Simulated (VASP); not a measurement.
# Zr3S2 in VASP: a series of runs

Zr3S2 is run at these levels: PBE; tasks: single point.

Everything below comes from runs of VASP 6.6.1. Logs are shortened: lines on timing, memory, paths and dates and some standing lists are left out, and cuts for length are marked.

**1. The cell of the first run**

The structure is monoclinic, space group C2/m (No. 12). Conventional cell: a = 11.267 Å, b = 5.170 Å, c = 3.492 Å, α = 90.00°, β = 107.83°, γ = 90.00°. Zr (site symmetry m) has 4 S at 2.57 to 2.60 Å and 7 Zr at 3.19 to 3.52 Å within 3.6 Å. Within 3.6 Å of Zr (site symmetry 2/m) lie 4 S at 2.57 Å and 10 Zr at 3.49 to 3.52 Å. Within 3.6 Å of S (site symmetry m) lie 6 Zr at 2.57 to 2.60 Å and 6 S at 3.49 to 3.52 Å.

The cell was built from a structure type or drawn by symmetry, and may not be a known phase.

**2. Single point, PBE**

Contents of INCAR:

```
SYSTEM = Zr3S2
  ALGO = Normal
  EDIFF = 1E-7
  ENCUT = 520
  GGA = PE
  ISIF = 2
  ISMEAR = 0
  LASPH = .TRUE.
  LCHARG = .FALSE.
  LREAL = .FALSE.
  LWAVE = .FALSE.
  NBANDS = 32
  NELM = 100
  PREC = Accurate
  SIGMA = 0.1
```

Contents of KPOINTS:

```
k-points
0
G
  4 4 6
  0 0 0
```

Contents of POSCAR:

```
Zr3S2
1.0
    5.6334752244     -2.5848077156     -0.0008254102
    5.6334752244      2.5848077156     -0.0008254102
   -1.0688280382      0.0000000000      3.3248731146
Zr S
3 2
Direct
    0.1486930320      0.1486930320      0.6545797341
    0.5000000000      0.5000000000      0.0000000000
    0.8513069680      0.8513069680      0.3454202659
    0.6757040299      0.6757040299      0.6728953639
    0.3242959701      0.3242959701      0.3271046361
```

Potentials or basis: VASP PAW PBE potentials, release 64 (Zr_sv, S).

On the command line:

```sh
$ cat potpaw_PBE.64/Zr_sv/POTCAR potpaw_PBE.64/S/POTCAR > POTCAR
$ mpirun -np 1 vasp_std > vasp.out
```

OUTCAR:

```text
SYSTEM = Zr3S2
   EDIFF = 1E-7
   ENCUT = 520
   GGA = PE
   ISIF = 2
   ISMEAR = 0
   LASPH = .TRUE.
   LREAL = .FALSE.
   NELM = 100
   PREC = Accurate

 ion  position               nearest neighbor table
   1  0.149  0.149  0.655-   5 2.57   5 2.57   4 2.60   4 2.60   3 3.19   2 3.49   2 3.49   2 3.52
                             2 3.52   2 3.77   3 3.79   3 3.79   3 3.82   3 3.82
   2  0.500  0.500  0.000-   4 2.57   5 2.57   5 2.57   4 2.57   1 3.49   1 3.49   3 3.49   3 3.49
                             1 3.52   3 3.52   1 3.52   3 3.52   3 3.77   1 3.77
   3  0.851  0.851  0.345-   4 2.57   4 2.57   5 2.60   5 2.60   1 3.19   2 3.49   2 3.49   2 3.52
                             2 3.52   2 3.77   1 3.79   1 3.79   1 3.82   1 3.82
   4  0.676  0.676  0.673-   3 2.57   2 2.57   3 2.57   2 2.57   1 2.60   1 2.60
   5  0.324  0.324  0.327-   1 2.57   2 2.57   1 2.57   2 2.57   3 2.60   3 2.60

  LATTYP: Found a base centered monoclinic cell.
 ALAT       =    11.2669505697
 B/A-ratio  =     0.4588300445
 C/A-ratio  =     0.3099725467
 COS(beta)  =    -0.3061795025

  Lattice vectors:

 A1 = (   5.6334752244,  -2.5848077156,  -0.0008254102)
 A2 = (   5.6334752244,   2.5848077156,  -0.0008254102)
 A3 = (  -1.0688280382,   0.0000000000,   3.3248731146)

Analysis of symmetry for initial positions (statically):
=====================================================================
 Subroutine PRICEL returns:
 Original cell was already a primitive cell.

 Routine SETGRP: Setting up the symmetry group for a
 base centered monoclinic supercell.

 Subroutine GETGRP returns: Found  4 space group operations
 (whereof  4 operations were pure point group operations)
 out of a pool of  4 trial point group operations.

The static configuration has the point symmetry C_2h.

Analysis of symmetry for dynamics (positions and initial velocities):
=====================================================================
 Subroutine PRICEL returns:
 Original cell was already a primitive cell.

 Routine SETGRP: Setting up the symmetry group for a
 base centered monoclinic supercell.

 Subroutine GETGRP returns: Found  4 space group operations
 (whereof  4 operations were pure point group operations)
 out of a pool of  4 trial point group operations.

The dynamic configuration has the point symmetry C_2h.

 Subroutine INISYM returns: Found  4 space group operations
 (whereof  4 operations are pure point group operations),
 and found     1 'primitive' translations

[... 98 lines left out ...]
   ENCUT  =  520.0 eV  38.22 Ry    6.18 a.u.  11.52 11.52  6.49*2*pi/ulx,y,z
   NELM   =    100;   NELMIN=  2; NELMDL= -5     # of ELM steps
   EDIFF  = 0.1E-06   stopping-criterion for ELM
   LREAL  =      F    real-space projection
   EDIFFG = 0.1E-05   stopping-criterion for IOM
   NSW    =      0    number of steps for IOM
   IBRION =     -1    ionic relax: 0-MD 1-quasi-New 2-CG
   NFREE  =      0    steps in history (QN), initial steepest desc. (CG)
   ISIF   =      2    stress and relaxation
   ISYM   =      2    0-nonsym 1-usesym 2-fastsym
   POTIM  = 0.5000    time-step for ionic-motion
   TEBEG  =    0.0;   TEEND  =   0.0 temperature during run
   PSTRESS=    0.0 pullay stress
   NELECT =      48.0000    total number of electrons
   NUPDOWN=      -1.0000    fix difference up-down
   EMIN   =  10.00;   EMAX   =-10.00  energy-range for DOS
   EFERMI =   0.00;   METHOD = LEGACY
   ISMEAR =     0;   SIGMA  =   0.10  broadening in eV -4-tet -1-fermi 0-gaus
   EFERMI_NEDOS =   21; number of points for ismear=-14 and -15
   IALGO  =     38    algorithm
   IMIX   =      4    mixing-type and parameters
     AMIX     =   0.40;   BMIX     =  1.00
     AMIX_MAG =   1.60;   BMIX_MAG =  1.00
  volume/ion in A,a.u.               =      19.37       130.68
  Fermi-wavevector in a.u.,A,eV,Ry     =   1.295663  2.448449 22.840691  1.678743
  Thomas-Fermi vector in A             =   2.427169
   LORBIT       =      0    0 simple, 1 ext, 2 COOP (PROOUT), +10 PAW based schemes
   GGA     = PE    functional components
   LHFCALC =     F    Hartree Fock is set to
   AEXX    =    0.0000 exact exchange contribution
   IVDW    =     0    specifies the selected vdW correction
   LEPSILON=     F    determine dielectric tensor
   LRPA    =     F    only Hartree local field effects (RPA)
 non-spin polarized calculation
 Gauss-broadening in eV      SIGMA  =   0.10
  energy-cutoff  :      520.00
  volume of cell :       96.83
 maximum number of plane-waves:      2637
 NGX is ok and might be reduce to    48
   NGX = 23   NGY = 23   NGZ = 13

 number of electron      48.0000001 magnetization

 Free energy of the ion-electron system (eV)
  ---------------------------------------------------
  ext. energy  EPLUGINS =         0.00000000
  ---------------------------------------------------
  free energy    TOTEN  =       -39.69388164 eV

  energy without entropy =      -39.68071704  energy(sigma->0) =      -39.68729934

 E-fermi :   9.7600     XC(G=0): -11.1998

 val. band max:        9.7595528241   @ k =  -0.2500  -0.2500   0.3333
 cond. band min:       9.7666908635   @ k =   0.2500   0.2500   0.3333
 fundamental gap:      0.0071380394
 Fermi energy:         9.7600016639

 k-point     1 :       0.0000    0.0000    0.0000
  band No.  band energies     occupation
      1     -39.6483      2.00000
      2     -39.6071      2.00000
      3     -39.5007      2.00000
      4     -17.8564      2.00000
      5     -17.8526      2.00000
      6     -17.8253      2.00000
[... 829 lines left out ...]
     31      12.5854      0.00000
     32      12.6492      0.00000

 [... further k-points ...]
[... 5 lines left out ...]
  --------------------------------------------------------------------------------------
  -------------------------------------------------------------------------------------
  Total        0.2512545      0.0134646     -0.0024083      0.0000000      0.0000000      0.0676837
  in kB        4.1575281      0.2227991     -0.0398508      0.0000000      0.0000000      1.1199671
  external PRESSURE =       1.4468255 kB  Pullay stress =       0.0000000 kB

 VOLUME and BASIS-vectors are now :
 -----------------------------------------------------------------------------
  energy-cutoff  :      520.00
  volume of cell :       96.83
      direct lattice vectors                 reciprocal lattice vectors
     5.633475224 -2.584807716 -0.000825410     0.088759342 -0.193437987  0.028532960
     5.633475224  2.584807716 -0.000825410     0.088759342  0.193437987  0.028532960
    -1.068828038  0.000000000  3.324873115     0.000044070  0.000000000  0.300777524

 POSITION                                       TOTAL-FORCE (eV/Angst)
 -----------------------------------------------------------------------------------
      0.97568      0.00000      2.17615        -0.041580      0.000000     -0.010511
      5.63348      0.00000     -0.00083        -0.000000      0.000000      0.000000
      9.22244      0.00000      1.14707         0.041580      0.000000      0.010511
      6.89391      0.00000      2.23618        -0.010840      0.000000     -0.002493
      3.30421      0.00000      1.08705         0.010840      0.000000      0.002493
 -----------------------------------------------------------------------------------
    total drift:                                0.000000     -0.000000     -0.000000

  FREE ENERGIE OF THE ION-ELECTRON SYSTEM (eV)
  ---------------------------------------------------
  free  energy   TOTEN  =       -39.6938816364 eV

  energy  without entropy=      -39.6807170437  energy(sigma->0) =      -39.68729934
```

OSZICAR:

```text
N       E                     dE             d eps       ncg     rms          rms(c)
DAV:   1     0.446889547014E+03    0.44689E+03   -0.24868E+04  2184   0.147E+03
DAV:   2    -0.587343123387E+01   -0.45276E+03   -0.43712E+03  2608   0.412E+02
DAV:   3    -0.394188910560E+02   -0.33545E+02   -0.32867E+02  3488   0.898E+01
DAV:   4    -0.418607100037E+02   -0.24418E+01   -0.24328E+01  3264   0.212E+01
DAV:   5    -0.419502985463E+02   -0.89589E-01   -0.89567E-01  3104   0.392E+00    0.240E+01
DAV:   6    -0.398587027014E+02    0.20916E+01   -0.58629E+00  2592   0.120E+01    0.108E+01
DAV:   7    -0.397095700970E+02    0.14913E+00   -0.14593E+00  3456   0.560E+00    0.365E+00
DAV:   8    -0.397010938141E+02    0.84763E-02   -0.18629E-01  2888   0.256E+00    0.142E+00
DAV:   9    -0.396943239126E+02    0.67699E-02   -0.51448E-02  3016   0.153E+00    0.322E-01
DAV:  10    -0.396937081807E+02    0.61573E-03   -0.57181E-03  2888   0.473E-01    0.173E-01
DAV:  11    -0.396938682090E+02   -0.16003E-03   -0.75863E-04  3128   0.194E-01    0.624E-02
DAV:  12    -0.396938870890E+02   -0.18880E-04   -0.57725E-05  3040   0.491E-02    0.366E-02
DAV:  13    -0.396938812164E+02    0.58726E-05   -0.19671E-05  2752   0.275E-02    0.108E-02
DAV:  14    -0.396938817012E+02   -0.48483E-06   -0.21730E-06  2864   0.848E-03    0.293E-03
DAV:  15    -0.396938816364E+02    0.64779E-07   -0.10669E-07  1920   0.200E-03
   1 F= -.39693882E+02 E0= -.39687299E+02  d E =-.131646E-01
```

It took 56 s on 1 thread of Intel Xeon 6975P-C (Granite Rapids), shared host; peak memory 0.27 GiB.

What came out:

| Quantity | Value |
| --- | --- |
| Free energy | -39.6939 eV |
| Pressure | 0.1 GPa |
| Largest force | 0.043 eV/Å |
| Band gap on the k mesh | zero (bands 24 and 25 overlap by 0.41 eV) |

Forces on the atoms (eV/Å):
```
Zr  -0.042  0.000 -0.011
Zr   0.000  0.000  0.000
Zr   0.042  0.000  0.011
S   -0.011  0.000 -0.002
S    0.011  0.000  0.002
```

Stress tensor (GPa, compression positive):
```
0.42 0.00 0.11
0.00 0.02 0.00
0.11 0.00 0.00
```

Levels at points of the mesh, in eV from the Fermi level:
```csv
k point,band 22,band 23,band 24,band 25,band 26,band 27
"(0.00, 0.00, 0.00)",-0.64,-0.43,-0.23,-0.20,0.04,0.06
"(0.50, 0.00, 0.00)",-1.24,-0.81,-0.55,0.34,0.53,1.69
"(0.50, 0.50, 0.00)",-1.82,-1.21,0.21,0.59,0.62,0.87
"(0.00, 0.00, 0.50)",-1.62,-0.93,-0.57,0.37,1.54,1.84
"(0.50, 0.00, 0.50)",-0.96,-0.52,-0.06,0.89,1.02,1.59
"(0.50, 0.50, 0.50)",-1.62,-1.04,-0.51,0.30,1.57,1.76
```

**3. Single point, PBE**

Contents of INCAR:

```
SYSTEM = Zr3S2
PREC = Accurate ; ENCUT = 520
EDIFF = 1E-6 ; ISMEAR = 0
SIGMA = 0.1 ; LREAL = .FALSE.
LASPH = .TRUE. ; NELM = 100
ALGO = Normal ; ISIF = 2
LWAVE = .FALSE. ; LCHARG = .FALSE.
GGA = PE ; NBANDS = 32
```

Contents of KPOINTS:

```
Automatic mesh
0
G
  4 4 4
  0 0 0
```

Contents of POSCAR:

```
Zr3S2
1.0
    3.4563300512     -0.1189536634      0.5063267005
   -1.4297014952      5.9899549308     -0.7077888884
    0.8756668607     -3.3686613014      5.1250346802
Zr S
3 2
Direct
    1.0281442707      0.3273824086      0.3713168786
    0.3723367556      0.6774678760      1.0212534656
    0.7165350139      0.0275534968      0.6711857536
    0.0451174207      0.8532998218      0.8454249779
    0.6995623508      0.5016449413      0.1970848732
```

Potentials or basis: VASP PAW PBE potentials, release 64 (Zr_sv, S).

On the command line:

```sh
$ cat potpaw_PBE.64/Zr_sv/POTCAR potpaw_PBE.64/S/POTCAR > POTCAR
$ mpirun -np 1 vasp_std > vasp.out
```

Run time: 84 s. Hardware: 1 thread of Intel Xeon 6975P-C (Granite Rapids), shared host; peak memory 0.27 GiB.

The run converged. Its results:

```
Free energy            : -39.7537 eV
Pressure               : 0.1 GPa
Largest force          : 0.009 eV/Å
Band gap on the k mesh : zero (bands 24 and 25 overlap by 0.47 eV)
```

Forces on the atoms (eV/Å):
```
Zr  -0.003 -0.008  0.004
Zr   0.000  0.000  0.000
Zr   0.003  0.008 -0.004
S    0.004 -0.004  0.002
S   -0.004  0.004 -0.002
```

Stress tensor (GPa, compression positive):
```
-0.03 -0.06  0.00
-0.06  0.12 -0.10
 0.00 -0.10  0.12
```

Levels at points of the mesh, in eV from the Fermi level:
```csv
k point,band 22,band 23,band 24,band 25,band 26,band 27
"(0.00, 0.00, 0.00)",-0.68,-0.45,-0.30,-0.25,0.06,0.07
"(0.50, 0.00, 0.00)",-1.64,-0.98,-0.57,0.37,1.48,1.80
"(0.00, 0.50, 0.00)",-1.28,-0.81,-0.56,0.32,0.50,1.65
"(0.50, 0.50, 0.00)",-0.98,-0.58,-0.08,0.90,0.99,1.62
"(0.00, 0.00, 0.50)",-1.28,-0.82,-0.56,0.32,0.50,1.65
"(0.50, 0.00, 0.50)",-0.98,-0.58,-0.08,0.90,0.99,1.62
"(0.00, 0.50, 0.50)",-1.85,-1.23,0.21,0.50,0.60,0.81
"(0.50, 0.50, 0.50)",-1.65,-1.10,-0.52,0.29,1.51,1.71
```

Caveat: the k points lie up to 0.47 Å⁻¹ apart.
